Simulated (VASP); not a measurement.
# Si in VASP: notebook

Si is run at these levels: PBE; tasks: single point.

Everything below comes from runs of VASP 6.6.1. Logs are shortened: lines on timing, memory, paths and dates and some standing lists are left out, and cuts for length are marked.

### Step 1. The cell of the first run

The structure is cubic, space group Fd-3m (No. 227). Conventional cell: a = 5.470 Å, b = 5.470 Å, c = 5.470 Å, α = 90.00°, β = 90.00°, γ = 90.00°. Within 3.1 Å of Si (site symmetry -43m) lie 4 Si at 2.37 Å.

### Step 2. Single point, PBE

Contents of INCAR:

```
SYSTEM = Si
ALGO = Normal
EDIFF = 1E-7
ENCUT = 520
GGA = PE
ISIF = 2
ISMEAR = 0
LASPH = .TRUE.
LCHARG = .FALSE.
LREAL = .FALSE.
LWAVE = .FALSE.
NBANDS = 11
NELM = 60
PREC = Accurate
SIGMA = 0.05
```

Contents of KPOINTS:

```
k-points
0
G
  8 8 8
  0 0 0
```

Contents of POSCAR:

```
Si
1.0
    0.0000000000      2.7348812168      2.7348812168
    2.7348812168      0.0000000000      2.7348812168
    2.7348812168      2.7348812168      0.0000000000
Si
2
Direct
    0.5000000000      0.5000000000      0.5000000000
    0.7500000000      0.7500000000      0.7500000000
```

Potentials or basis: VASP PAW PBE potentials, release 64 (Si).

On the command line:

```sh
$ cat potpaw_PBE.64/Si/POTCAR > POTCAR
$ mpirun -np 1 vasp_std > vasp.out
```

OUTCAR:

```text
SYSTEM = Si
   EDIFF = 1E-7
   ENCUT = 520
   GGA = PE
   ISIF = 2
   ISMEAR = 0
   LASPH = .TRUE.
   LREAL = .FALSE.
   NELM = 60
   PREC = Accurate

 ion  position               nearest neighbor table
   1  0.500  0.500  0.500-   2 2.37   2 2.37   2 2.37   2 2.37
   2  0.750  0.750  0.750-   1 2.37   1 2.37   1 2.37   1 2.37

  LATTYP: Found a face centered cubic cell.
 ALAT       =     5.4697624336

  Lattice vectors:

 A1 = (   0.0000000000,   2.7348812168,   2.7348812168)
 A2 = (   2.7348812168,   0.0000000000,   2.7348812168)
 A3 = (   2.7348812168,   2.7348812168,   0.0000000000)

Analysis of symmetry for initial positions (statically):
=====================================================================
 Subroutine PRICEL returns:
 Original cell was already a primitive cell.

 Routine SETGRP: Setting up the symmetry group for a
 face centered cubic supercell.

 Subroutine GETGRP returns: Found 48 space group operations
 (whereof 24 operations were pure point group operations)
 out of a pool of 48 trial point group operations.

The static configuration has the point symmetry T_d .
 The point group associated with its full space group is O_h .

Analysis of symmetry for dynamics (positions and initial velocities):
=====================================================================
 Subroutine PRICEL returns:
 Original cell was already a primitive cell.

 Routine SETGRP: Setting up the symmetry group for a
 face centered cubic supercell.

 Subroutine GETGRP returns: Found 48 space group operations
 (whereof 24 operations were pure point group operations)
 out of a pool of 48 trial point group operations.

The dynamic configuration has the point symmetry T_d .
 The point group associated with its full space group is O_h .

 Subroutine INISYM returns: Found 48 space group operations
 (whereof 24 operations are pure point group operations),
 and found     1 'primitive' translations

----------------------------------------------------------------------------------------

                                     Primitive cell

  volume of cell :      40.9115

  direct lattice vectors                    reciprocal lattice vectors
     0.000000000  2.734881217  2.734881217    -0.182823297  0.182823297  0.182823297
     2.734881217  0.000000000  2.734881217     0.182823297 -0.182823297  0.182823297
     2.734881217  2.734881217  0.000000000     0.182823297  0.182823297 -0.182823297

  length of vectors
     3.867706108  3.867706108  3.867706108     0.316659239  0.316659239  0.316659239

  position of ions in fractional coordinates (direct lattice)
     0.500000000  0.500000000  0.500000000
     0.750000000  0.750000000  0.750000000

  ion indices of the primitive-cell ions
   primitive index   ion index
                 1           1
                 2           2

----------------------------------------------------------------------------------------

 KPOINTS: k-points

Automatic generation of k-mesh.
 Grid dimensions read from file:
 generate k-points for:    8    8    8

 Generating k-lattice:

  Cartesian coordinates                     Fractional coordinates (reciprocal lattice)
    -0.022852912  0.022852912  0.022852912     0.125000000  0.000000000  0.000000000
     0.022852912 -0.022852912  0.022852912     0.000000000  0.125000000  0.000000000
     0.022852912  0.022852912 -0.022852912     0.000000000  0.000000000  0.125000000

  Length of vectors
     0.039582405  0.039582405  0.039582405

  Shift w.r.t. Gamma in fractional coordinates (k-lattice)
     0.000000000  0.000000000  0.000000000

 Subroutine IBZKPT returns following result:
 ===========================================

 Found     29 irreducible k-points:

 Following reciprocal coordinates:
            Coordinates               Weight
  0.000000  0.000000  0.000000      1.000000
  0.125000  0.000000  0.000000      8.000000
  0.250000  0.000000  0.000000      8.000000
  0.375000  0.000000  0.000000      8.000000
  0.500000  0.000000  0.000000      4.000000
  0.125000  0.125000  0.000000      6.000000
[... 16 lines left out ...]
  0.500000  0.250000  0.125000     48.000000
 -0.375000  0.250000  0.125000     24.000000
 [... further k-points ...]
   k-points           NKPTS =     29   k-points in BZ     NKDIM =     29   number of bands    NBANDS=     11
   number of dos      NEDOS =    301   number of ions     NIONS =      2
   total plane-waves  NPLWV =  27000
   dimension x,y,z NGX =    30 NGY =   30 NGZ =   30
   dimension x,y,z NGXF=    60 NGYF=   60 NGZF=   60
   ions per type =               2
   NGX,Y,Z   is equivalent  to a cutoff of  12.89, 12.89, 12.89 a.u.
   NGXF,Y,Z  is equivalent  to a cutoff of  25.79, 25.79, 25.79 a.u.
 SYSTEM =  Si
   PREC   = accura    normal or accurate (medium, high low for compatibility)
   ISTART =      0    job   : 0-new  1-cont  2-samecut
   ICHARG =      2    charge: 1-file 2-atom 10-const
   ISPIN  =      1    spin polarized calculation?
   LNONCOLLINEAR =      F non collinear calculations
   LSORBIT =      F    spin-orbit coupling
   LASPH  =      T    aspherical Exc in radial PAW
   ENCUT  =  520.0 eV  38.22 Ry    6.18 a.u.   7.19  7.19  7.19*2*pi/ulx,y,z
   NELM   =     60;   NELMIN=  2; NELMDL= -5     # of ELM steps
   EDIFF  = 0.1E-06   stopping-criterion for ELM
   LREAL  =      F    real-space projection
   EDIFFG = 0.1E-05   stopping-criterion for IOM
   NSW    =      0    number of steps for IOM
   IBRION =     -1    ionic relax: 0-MD 1-quasi-New 2-CG
   NFREE  =      0    steps in history (QN), initial steepest desc. (CG)
   ISIF   =      2    stress and relaxation
   ISYM   =      2    0-nonsym 1-usesym 2-fastsym
   POTIM  = 0.5000    time-step for ionic-motion
   TEBEG  =    0.0;   TEEND  =   0.0 temperature during run
   PSTRESS=    0.0 pullay stress
   NELECT =       8.0000    total number of electrons
   NUPDOWN=      -1.0000    fix difference up-down
   EMIN   =  10.00;   EMAX   =-10.00  energy-range for DOS
   EFERMI =   0.00;   METHOD = LEGACY
   ISMEAR =     0;   SIGMA  =   0.05  broadening in eV -4-tet -1-fermi 0-gaus
   EFERMI_NEDOS =   21; number of points for ismear=-14 and -15
   IALGO  =     38    algorithm
   IMIX   =      4    mixing-type and parameters
     AMIX     =   0.40;   BMIX     =  1.00
     AMIX_MAG =   1.60;   BMIX_MAG =  1.00
  volume/ion in A,a.u.               =      20.46       138.04
  Fermi-wavevector in a.u.,A,eV,Ry     =   0.950218  1.795651 12.284881  0.902913
  Thomas-Fermi vector in A             =   2.078574
   LORBIT       =      0    0 simple, 1 ext, 2 COOP (PROOUT), +10 PAW based schemes
   GGA     = PE    functional components
   LHFCALC =     F    Hartree Fock is set to
   AEXX    =    0.0000 exact exchange contribution
   IVDW    =     0    specifies the selected vdW correction
   LEPSILON=     F    determine dielectric tensor
   LRPA    =     F    only Hartree local field effects (RPA)
 non-spin polarized calculation
 Gauss-broadening in eV      SIGMA  =   0.05
  energy-cutoff  :      520.00
  volume of cell :       40.91
 maximum number of plane-waves:      1124
 NGX is ok and might be reduce to    30
   NGX = 15   NGY = 15   NGZ = 15

 number of electron       8.0000001 magnetization

 Free energy of the ion-electron system (eV)
  ---------------------------------------------------
  ext. energy  EPLUGINS =         0.00000000
  ---------------------------------------------------
  free energy    TOTEN  =       -10.84608455 eV

  energy without entropy =      -10.84608455  energy(sigma->0) =      -10.84608455

 E-fermi :   5.8961     XC(G=0):  -9.3241

 val. band max:        5.6119221397   @ k =   0.0000   0.0000   0.0000
 cond. band min:       6.2628631840   @ k =   0.3750   0.3750   0.0000
 fundamental gap:      0.6509410444
 Fermi energy:         5.8960678226

 k-point     1 :       0.0000    0.0000    0.0000
  band No.  band energies     occupation
      1      -6.1992      2.00000
      2       5.6119      2.00000
      3       5.6119      2.00000
      4       5.6119      2.00000
      5       8.1680      0.00000
      6       8.1680      0.00000
      7       8.1680      0.00000
      8       8.7395      0.00000
      9      13.3201      0.00000
     10      13.3201      0.00000
     11      13.4875      0.00000

 k-point     2 :       0.1250    0.0000    0.0000
  band No.  band energies     occupation
      1      -5.9988      2.00000
      2       4.0212      2.00000
      3       5.3296      2.00000
      4       5.3296      2.00000
      5       8.0530      0.00000
      6       8.5833      0.00000
      7       8.5833      0.00000
      8      10.1399      0.00000
      9      12.8474      0.00000
     10      12.8474      0.00000
     11      14.2628      0.00000

 k-point     3 :       0.2500    0.0000    0.0000
  band No.  band energies     occupation
      1      -5.4147      2.00000
      2       1.7265      2.00000
      3       4.8672      2.00000
      4       4.8672      2.00000
      5       7.5692      0.00000
      6       9.1011      0.00000
      7       9.1011      0.00000
      8      12.3586      0.00000
      9      12.7983      0.00000
     10      12.7983      0.00000
     11      14.5398      0.00000

 k-point     4 :       0.3750    0.0000    0.0000
  band No.  band energies     occupation
      1      -4.5406      2.00000
      2      -0.2569      2.00000
      3       4.5445      2.00000
      4       4.5445      2.00000
      5       7.2046      0.00000
      6       9.0645      0.00000
      7       9.0645      0.00000
      8      13.4481      0.00000
      9      14.1495      0.00000
     10      14.1495      0.00000
     11      15.1196      0.00000

 k-point     5 :       0.5000    0.0000    0.0000
  band No.  band energies     occupation
      1      -3.9218      2.00000
      2      -1.2543      2.00000
      3       4.4339      2.00000
      4       4.4339      2.00000
      5       7.0764      0.00000
      6       8.9610      0.00000
      7       8.9610      0.00000
      8      13.3131      0.00000
      9      16.1051      0.00000
     10      16.1051      0.00000
     11      16.7893      0.00000
[... 211 lines left out ...]
 k-point    21 :       0.5000    0.5000    0.0000
  band No.  band energies     occupation
      1      -2.1326      2.00000
      2      -2.1326      2.00000
      3       2.8190      2.00000
      4       2.8190      2.00000
      5       6.3641      0.00000
      6       6.3641      0.00000
      7      15.5434      0.00000
      8      15.5434      0.00000
      9      16.5171      0.00000
     10      16.5171      0.00000
     11      18.0522      0.00000

 k-point    22 :       0.3750    0.2500    0.1250
  band No.  band energies     occupation
      1      -4.8949      2.00000
      2       1.3442      2.00000
      3       2.9612      2.00000
      4       4.2123      2.00000
      5       8.0547      0.00000
      6       9.4369      0.00000
      7       9.8149      0.00000
      8      11.0511      0.00000
      9      13.3228      0.00000
     10      15.7136      0.00000
     11      16.5736      0.00000

 k-point    23 :       0.5000    0.2500    0.1250
  band No.  band energies     occupation
      1      -4.0259      2.00000
      2      -0.1746      2.00000
      3       2.3573      2.00000
      4       3.7253      2.00000
      5       8.4757      0.00000
      6       9.1409      0.00000
      7      10.5885      0.00000
      8      11.4887      0.00000
      9      14.5404      0.00000
     10      15.2361      0.00000
     11      17.5120      0.00000

 k-point    24 :      -0.3750    0.2500    0.1250
  band No.  band energies     occupation
      1      -3.3922      2.00000
      2      -1.0935      2.00000
      3       2.2259      2.00000
      4       3.5024      2.00000
      5       8.6344      0.00000
      6       8.7584      0.00000
      7      11.4570      0.00000
      8      12.6768      0.00000
      9      12.9168      0.00000
     10      16.1179      0.00000
     11      17.1617      0.00000

 [... further k-points ...]
[... 5 lines left out ...]
  --------------------------------------------------------------------------------------
  -------------------------------------------------------------------------------------
  Total       -0.0134116     -0.0134116     -0.0134116     -0.0000000      0.0000000     -0.0000000
  in kB       -0.5252250     -0.5252250     -0.5252250     -0.0000000      0.0000000     -0.0000000
  external PRESSURE =      -0.5252250 kB  Pullay stress =       0.0000000 kB

 VOLUME and BASIS-vectors are now :
 -----------------------------------------------------------------------------
  energy-cutoff  :      520.00
  volume of cell :       40.91
      direct lattice vectors                 reciprocal lattice vectors
     0.000000000  2.734881217  2.734881217    -0.182823297  0.182823297  0.182823297
     2.734881217  0.000000000  2.734881217     0.182823297 -0.182823297  0.182823297
     2.734881217  2.734881217  0.000000000     0.182823297  0.182823297 -0.182823297

 POSITION                                       TOTAL-FORCE (eV/Angst)
 -----------------------------------------------------------------------------------
      2.73488      2.73488      2.73488         0.000000     -0.000000      0.000000
      4.10232      4.10232      4.10232        -0.000000      0.000000     -0.000000
 -----------------------------------------------------------------------------------
    total drift:                                0.000000     -0.000000     -0.000000

  FREE ENERGIE OF THE ION-ELECTRON SYSTEM (eV)
  ---------------------------------------------------
  free  energy   TOTEN  =       -10.8460845466 eV

  energy  without entropy=      -10.8460845466  energy(sigma->0) =      -10.84608455
```

Wall time 8.3 s (1 thread of AMD EPYC 9R45 (Zen 5), shared host); peak memory 0.13 GiB.

Results:

* Free energy: -10.8461 eV
* Pressure: -0.1 GPa
* Band gap on the k mesh: 0.65 eV (least direct gap 2.56 eV)

Caveat: semilocal functionals underestimate gaps, and a narrow one can read as zero.

[end of part 1 of 2]
